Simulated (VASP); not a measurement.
# TiCo3 (Pm-3m) in VASP: further runs

Runs on TiCo3. Level: PBEsol. Tasks: single point.

Program: VASP 6.6.1. These are calculated values, not measurements. Logs are shortened: lines on timing, memory, paths and dates and some standing lists are left out, and cuts for length are marked.

## 1. The cell of the first run

It takes space group Pm-3m (No. 221, cubic). The conventional cell has a = 3.800 Å, b = 3.800 Å, c = 3.800 Å, α = 90.00°, β = 90.00°, γ = 90.00°. Ti (site symmetry m-3m) has 12 Co at 2.69 Å within 3.5 Å. Within 3.5 Å of Co (site symmetry 4/mmm) lie 4 Ti at 2.69 Å and 8 Co at 2.69 Å.

## 2. Single point, PBEsol, collinear spin, ferromagnetic start (13.72 Å³/atom)

File INCAR:

```
SYSTEM = TiCo3
  PREC = Accurate
  ENCUT = 520
  EDIFF = 1E-6
  ISMEAR = 0
  SIGMA = 0.15
  LREAL = .FALSE.
  LASPH = .TRUE.
  NELM = 150
  ALGO = Normal
  ISIF = 2
  LWAVE = .FALSE.
  LCHARG = .FALSE.
  ISPIN = 2
  MAGMOM = 0.9 1.98 1.98 1.98
  LORBIT = 11
  NUPDOWN = 6.84
  LMAXMIX = 4
  GGA = PS
  NBANDS = 32
```

File KPOINTS:

```
regular mesh
0
G
  12 12 12
  0 0 0
```

File POSCAR:

```
TiCo3
1.0
    3.8004616244      0.0000000000      0.0000000000
    0.0000000000      3.8004616244      0.0000000000
    0.0000000000      0.0000000000      3.8004616244
Ti Co
1 3
Direct
    0.0000000000      0.0000000000      0.0000000000
    0.0000000000      0.5000000000      0.5000000000
    0.5000000000      0.0000000000      0.5000000000
    0.5000000000      0.5000000000      0.0000000000
```

Potentials or basis: VASP PAW PBE potentials, release 64 (Ti_sv, Co).

On the command line:

```bash
cat potpaw_PBE.64/Ti_sv/POTCAR potpaw_PBE.64/Co/POTCAR > POTCAR
mpirun -np 1 vasp_std > vasp.out
```

OUTCAR:

```text
SYSTEM = TiCo3
   PREC = Accurate
   ENCUT = 520
   EDIFF = 1E-6
   ISMEAR = 0
   LREAL = .FALSE.
   LASPH = .TRUE.
   NELM = 150
   ISIF = 2
   ISPIN = 2
   LORBIT = 11
   NUPDOWN = 6.84
   GGA = PS

 ion  position               nearest neighbor table
   1  0.000  0.000  0.000-   2 2.69   3 2.69   4 2.69   2 2.69   3 2.69   2 2.69   4 2.69   2 2.69
                             3 2.69   4 2.69   3 2.69   4 2.69
   2  0.000  0.500  0.500-   1 2.69   3 2.69   4 2.69   1 2.69   4 2.69   1 2.69   3 2.69   1 2.69
                             3 2.69   4 2.69   4 2.69   3 2.69
   3  0.500  0.000  0.500-   1 2.69   2 2.69   4 2.69   1 2.69   4 2.69   2 2.69   4 2.69   4 2.69
                             1 2.69   2 2.69   1 2.69   2 2.69
   4  0.500  0.500  0.000-   1 2.69   2 2.69   3 2.69   2 2.69   3 2.69   1 2.69   3 2.69   3 2.69
                             1 2.69   2 2.69   2 2.69   1 2.69

  LATTYP: Found a simple cubic cell.
 ALAT       =     3.8004616244

  Lattice vectors:

 A1 = (   3.8004616244,   0.0000000000,   0.0000000000)
 A2 = (   0.0000000000,   3.8004616244,   0.0000000000)
 A3 = (   0.0000000000,   0.0000000000,   3.8004616244)

Analysis of symmetry for initial positions (statically):
=====================================================================
 Subroutine PRICEL returns:
 Original cell was already a primitive cell.

 Routine SETGRP: Setting up the symmetry group for a
 simple cubic supercell.

 Subroutine GETGRP returns: Found 48 space group operations
 (whereof 48 operations were pure point group operations)
 out of a pool of 48 trial point group operations.

The static configuration has the point symmetry O_h .

Analysis of symmetry for dynamics (positions and initial velocities):
=====================================================================
 Subroutine PRICEL returns:
 Original cell was already a primitive cell.

 Routine SETGRP: Setting up the symmetry group for a
 simple cubic supercell.

 Subroutine GETGRP returns: Found 48 space group operations
 (whereof 48 operations were pure point group operations)
 out of a pool of 48 trial point group operations.

The dynamic configuration has the point symmetry O_h .

Analysis of structural, dynamic, and magnetic symmetry:
=====================================================================
 Subroutine PRICEL returns:
 Original cell was already a primitive cell.

 Routine SETGRP: Setting up the symmetry group for a
 simple cubic supercell.

 Subroutine GETGRP returns: Found 48 space group operations
 (whereof 48 operations were pure point group operations)
 out of a pool of 48 trial point group operations.

The overall configuration has the point symmetry O_h .

 Subroutine INISYM returns: Found 48 space group operations
 (whereof 48 operations are pure point group operations),
 and found     1 'primitive' translations

----------------------------------------------------------------------------------------

                                     Primitive cell

  volume of cell :      54.8920

  direct lattice vectors                    reciprocal lattice vectors
     3.800461624  0.000000000  0.000000000     0.263125930  0.000000000  0.000000000
     0.000000000  3.800461624  0.000000000     0.000000000  0.263125930  0.000000000
     0.000000000  0.000000000  3.800461624     0.000000000  0.000000000  0.263125930

  length of vectors
     3.800461624  3.800461624  3.800461624     0.263125930  0.263125930  0.263125930

  position of ions in fractional coordinates (direct lattice)
     0.000000000  0.000000000  0.000000000
     0.000000000  0.500000000  0.500000000
     0.500000000  0.000000000  0.500000000
     0.500000000  0.500000000  0.000000000

  ion indices of the primitive-cell ions
   primitive index   ion index
                 1           1
                 2           2
                 3           3
                 4           4

----------------------------------------------------------------------------------------

 KPOINTS: regular mesh

Automatic generation of k-mesh.
 Grid dimensions read from file:
 generate k-points for:   12   12   12

 Generating k-lattice:

  Cartesian coordinates                     Fractional coordinates (reciprocal lattice)
     0.021927161  0.000000000  0.000000000     0.083333333  0.000000000  0.000000000
     0.000000000  0.021927161  0.000000000     0.000000000  0.083333333  0.000000000
     0.000000000  0.000000000  0.021927161     0.000000000  0.000000000  0.083333333

  Length of vectors
     0.021927161  0.021927161  0.021927161

  Shift w.r.t. Gamma in fractional coordinates (k-lattice)
     0.000000000  0.000000000  0.000000000

 Subroutine IBZKPT returns following result:
 ===========================================

 Found     84 irreducible k-points:

 Following reciprocal coordinates:
            Coordinates               Weight
  0.000000  0.000000  0.000000      1.000000
  0.083333  0.000000  0.000000      6.000000
  0.166667  0.000000  0.000000      6.000000
  0.250000  0.000000  0.000000      6.000000
  0.333333  0.000000  0.000000      6.000000
  0.416667  0.000000  0.000000      6.000000
[... 16 lines left out ...]
  0.333333  0.333333  0.000000     12.000000
  0.416667  0.333333  0.000000     24.000000
 [... further k-points ...]
   k-points           NKPTS =     84   k-points in BZ     NKDIM =     84   number of bands    NBANDS=     32
   number of dos      NEDOS =    301   number of ions     NIONS =      4
   total plane-waves  NPLWV =  21952
   dimension x,y,z NGX =    28 NGY =   28 NGZ =   28
   dimension x,y,z NGXF=    56 NGYF=   56 NGZF=   56
   ions per type =               1   3
   NGX,Y,Z   is equivalent  to a cutoff of  12.25, 12.25, 12.25 a.u.
   NGXF,Y,Z  is equivalent  to a cutoff of  24.50, 24.50, 24.50 a.u.
 SYSTEM =  TiCo3
   PREC   = accura    normal or accurate (medium, high low for compatibility)
   ISTART =      0    job   : 0-new  1-cont  2-samecut
   ICHARG =      2    charge: 1-file 2-atom 10-const
   ISPIN  =      2    spin polarized calculation?
   LNONCOLLINEAR =      F non collinear calculations
   LSORBIT =      F    spin-orbit coupling
   LASPH  =      T    aspherical Exc in radial PAW
   ENCUT  =  520.0 eV  38.22 Ry    6.18 a.u.   7.07  7.07  7.07*2*pi/ulx,y,z
   NELM   =    150;   NELMIN=  2; NELMDL= -5     # of ELM steps
   EDIFF  = 0.1E-05   stopping-criterion for ELM
   LREAL  =      F    real-space projection
   EDIFFG = 0.1E-04   stopping-criterion for IOM
   NSW    =      0    number of steps for IOM
   IBRION =     -1    ionic relax: 0-MD 1-quasi-New 2-CG
   NFREE  =      0    steps in history (QN), initial steepest desc. (CG)
   ISIF   =      2    stress and relaxation
   ISYM   =      2    0-nonsym 1-usesym 2-fastsym
   POTIM  = 0.5000    time-step for ionic-motion
   TEBEG  =    0.0;   TEEND  =   0.0 temperature during run
   PSTRESS=    0.0 pullay stress
   NELECT =      39.0000    total number of electrons
   NUPDOWN=       6.8400    fix difference up-down
   EMIN   =  10.00;   EMAX   =-10.00  energy-range for DOS
   EFERMI =   0.00;   METHOD = LEGACY
   ISMEAR =     0;   SIGMA  =   0.15  broadening in eV -4-tet -1-fermi 0-gaus
   EFERMI_NEDOS =   21; number of points for ismear=-14 and -15
   IALGO  =     38    algorithm
   IMIX   =      4    mixing-type and parameters
     AMIX     =   0.40;   BMIX     =  1.00
     AMIX_MAG =   1.60;   BMIX_MAG =  1.00
  volume/ion in A,a.u.               =      13.72        92.61
  Fermi-wavevector in a.u.,A,eV,Ry     =   1.460809  2.760528 29.034317  2.133962
  Thomas-Fermi vector in A             =   2.577215
   LORBIT       =     11    0 simple, 1 ext, 2 COOP (PROOUT), +10 PAW based schemes
   GGA     = PS    functional components
   LHFCALC =     F    Hartree Fock is set to
   AEXX    =    0.0000 exact exchange contribution
   IVDW    =     0    specifies the selected vdW correction
   LEPSILON=     F    determine dielectric tensor
   LRPA    =     F    only Hartree local field effects (RPA)
 spin polarized calculation
 Gauss-broadening in eV      SIGMA  =   0.15
  energy-cutoff  :      520.00
  volume of cell :       54.89
 maximum number of plane-waves:      1498
   NGX = 15   NGY = 15   NGZ = 15

 number of electron      39.0000010 magnetization       6.8400006

 Free energy of the ion-electron system (eV)
  ---------------------------------------------------
  ext. energy  EPLUGINS =         0.00000000
  ---------------------------------------------------
  free energy    TOTEN  =       -29.84171339 eV

  energy without entropy =      -29.73473301  energy(sigma->0) =      -29.78822320

 E-fermi :   7.8137     XC(G=0): -12.4176

 val. band max:        8.9829007125   @ k =   0.4167   0.1667   0.0000
 cond. band min:       7.8142009141   @ k =   0.3333   0.2500   0.0000
 fundamental gap:     -1.1686997985
 Fermi energy:         8.9837508002

 spin component 1

 k-point     1 :       0.0000    0.0000    0.0000
  band No.  band energies     occupation
      1     -48.3009      1.00000
      2     -24.6467      1.00000
      3     -24.6467      1.00000
      4     -24.6467      1.00000
      5       0.4044      1.00000
      6       3.6654      1.00000
[... 805 lines left out ...]
     30      17.4736      0.00000
     31      18.1118      0.00000

 [... further k-points ...]

 spin component 2

 k-point     1 :       0.0000    0.0000    0.0000
  band No.  band energies     occupation
      1     -47.8394      1.00000
      2     -24.1864      1.00000
      3     -24.1864      1.00000
      4     -24.1864      1.00000
      5       0.8208      1.00000
      6       5.0810      1.00000
[... 805 lines left out ...]
     30      18.2898      0.00000
     31      18.7979      0.00000

 [... further k-points ...]

 [bands above 31 left out]

------------------------ aborting loop because EDIFF is reached ----------------------------------------

  FORCE on cell =-STRESS in cart. coord.  units (eV):
  Direction    XX          YY          ZZ          XY          YZ          ZX
  --------------------------------------------------------------------------------------
  -------------------------------------------------------------------------------------
  Total       -5.1006312     -5.1006312     -5.1006312     -0.0000000      0.0000000     -0.0000000
  in kB     -148.8762588   -148.8762588   -148.8762588     -0.0000000      0.0000000     -0.0000000
  external PRESSURE =    -148.8762588 kB  Pullay stress =       0.0000000 kB

 VOLUME and BASIS-vectors are now :
 -----------------------------------------------------------------------------
  energy-cutoff  :      520.00
  volume of cell :       54.89
      direct lattice vectors                 reciprocal lattice vectors
     3.800461624  0.000000000  0.000000000     0.263125930  0.000000000  0.000000000
     0.000000000  3.800461624  0.000000000     0.000000000  0.263125930  0.000000000
     0.000000000  0.000000000  3.800461624     0.000000000  0.000000000  0.263125930

 POSITION                                       TOTAL-FORCE (eV/Angst)
 -----------------------------------------------------------------------------------
      0.00000      0.00000      0.00000         0.000000      0.000000      0.000000
      0.00000      1.90023      1.90023         0.000000      0.000000      0.000000
      1.90023      0.00000      1.90023         0.000000      0.000000      0.000000
      1.90023      1.90023      0.00000         0.000000      0.000000      0.000000
 -----------------------------------------------------------------------------------
    total drift:                                0.000000      0.000000      0.000000

  FREE ENERGIE OF THE ION-ELECTRON SYSTEM (eV)
  ---------------------------------------------------
  free  energy   TOTEN  =       -29.8417133936 eV

  energy  without entropy=      -29.7347330147  energy(sigma->0) =      -29.78822320

 total charge

# of ion       s       p       d       tot
------------------------------------------
    1        2.217   6.155   1.851  10.224
    2        0.475   0.419   7.116   8.010
    3        0.475   0.419   7.116   8.010
    4        0.475   0.419   7.116   8.010
--------------------------------------------------
tot          3.643   7.411  23.199  34.253

 magnetization (x)

# of ion       s       p       d       tot
------------------------------------------
    1        0.002   0.025   0.450   0.477
    2        0.029   0.053   1.947   2.028
    3        0.029   0.053   1.947   2.028
    4        0.029   0.053   1.947   2.028
--------------------------------------------------
tot          0.087   0.184   6.290   6.562
```

Wall time 5.4 min (1 thread of Oxide Virtual Turin-like, shared host); peak memory 0.29 GiB.

Results:

```yaml
Free_energy: -29.8417 eV
Pressure: -14.9 GPa
Net_moment: 6.84 μB per cell
Site_moments: Ti +0.48; Co +2.03 μB
Valence_electrons_inside_the_program's_atomic_spheres: Ti 10.22; Co 8.01
```

Caveat: the cell stands under tension; the PAW data sets were made with another functional, which shifts forces and pressure a little; the total moment is fixed, so each spin has its own Fermi level and the state may be an excited one.

[end of part 1 of 2]
